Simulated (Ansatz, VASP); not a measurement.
# LuPd: VASP beside Ansatz

```
Lu Pd
1.0
     3.44915    0.00000    0.00000
     0.00000    3.44915    0.00000
     0.00000    0.00000    3.41500
Lu Pd
1 1
Direct
  0.00000 0.00000 0.00000
  0.50000 0.50000 0.50000
```

Change from the starting cell: equal xx and yy strain of +1 %, crystal datasets.

Alike in both runs: task electric field gradients; functional PBEsol; k mesh 10 × 10 × 10; occupations fermi-dirac, width 0.05 eV; no spin polarisation.

|  | VASP | Ansatz |
| --- | --- | --- |
| version | VASP 6.6.1 | Ansatz 0.2.0 |
| potentials or method | VASP PAW PBE potentials, release 64 (Lu, Pd), cutoff 520 eV | all-electron PAW with datasets made for the crystal, scalar-relativistic |

VASP gave:

* pressure (GPa): -3.9
* traceless stress, the component that is largest in VASP (GPa): 0.21
* size of Vzz on the site where it differs most (V/Å²): 2.9

Which values does Ansatz return?

Pressure (GPa): -4.1; traceless stress, the component that is largest in VASP (GPa): 0.21; size of Vzz on the site where it differs most (V/Å²): 2.7.

VASP's potentials were made for PBE, not for PBEsol. Ansatz ran all-electron here, and VASP with PAW potentials.

Spin-orbit coupling is off throughout.
